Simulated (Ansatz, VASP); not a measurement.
## SnS3: VASP beside Ansatz

The input INCAR:

```
SYSTEM = SnS3
PREC = Accurate
ENCUT = 600
EDIFF = 1E-6
ISMEAR = 0
SIGMA = 0.1
LREAL = .False.
LASPH = .True.
NELM = 60
ALGO = Normal
ISIF = 3
LWAVE = .False.
LCHARG = .False.
GGA = PE
IBRION = 2
NSW = 90
EDIFFG = -0.04
```

File KPOINTS:

```
Automatic mesh
0
Gamma
  6 6 4
  0 0 0
```

Contents of POSCAR:

```
SnS3
1.0
    3.6937693400      0.0000000000      0.0000000000
    0.0000000000      3.6937693400      0.0000000000
    0.0000000000      0.0000000000      7.1332129000
Sn S
1 3
Direct
    0.0000000000      0.0000000000      0.0000000000
    0.5000000000      0.5000000000      0.2365449100
    0.5000000000      0.5000000000      0.7634550900
    0.0000000000      0.0000000000      0.5000000000
```

Input for Ansatz:

```yaml
crystal:
  lattice:
    - [3.69376934, 0.0, 0.0]
    - [0.0, 3.69376934, 0.0]
    - [0.0, 0.0, 7.1332129]
  atoms:
    - { symbol: Sn, position: [0.0, 0.0, 0.0] }
    - { symbol: S, position: [0.5, 0.5, 0.23654491] }
    - { symbol: S, position: [0.5, 0.5, 0.76345509] }
    - { symbol: S, position: [0.0, 0.0, 0.5] }
basis:
  ecutwfc: 420
kpoints:
  mp_grid: { grid: [6, 6, 4] }
hamiltonian:
  xc: pbe
scf:
  occupations: { method: gaussian, width: 0.1 }
  lower_state_search: "off"
output:
  forces: true
  stress: true
  eigenvalues: true
relax:
  adjacent_minimum: "off"
  f_tol: 0.04
  max_steps: 70
  cell: { stress_tol: 0.4 }
```

Change from the starting cell: species swapped into the HgPb3 type (P4/mmm, No. 123).

Alike in both runs: task relaxation of cell and atoms; functional PBE; k mesh 6 × 6 × 4; occupations gaussian, width 0.1 eV; no spin polarisation.

|  | VASP | Ansatz |
| --- | --- | --- |
| version | VASP 6.6.1 | Ansatz 0.2.0 |
| potentials or method | VASP PAW PBE potentials, release 64 (Sn_d, S), cutoff 600 eV | scalar-relativistic, plane waves, PAW |
| valence electrons in the cell | 32 | 32 |

|  | VASP | Ansatz | Ansatz less VASP |
| --- | --- | --- | --- |
| gap on the k mesh at the Fermi level, each at its own relaxed structure (eV) | none | none | - |
| relaxed volume (Å³/atom) | 18.73 | 18.71 | -0.015 |
| relaxed length of the cell vector where the two differ most in proportion (Å) | 6.668 | 6.682 | +0.0148 |

A gap of «none» marks a metal or a gap that the smearing closes.

Noted on VASP's run: the volume moved by over 15 % at a fixed basis, so the end points are rough.
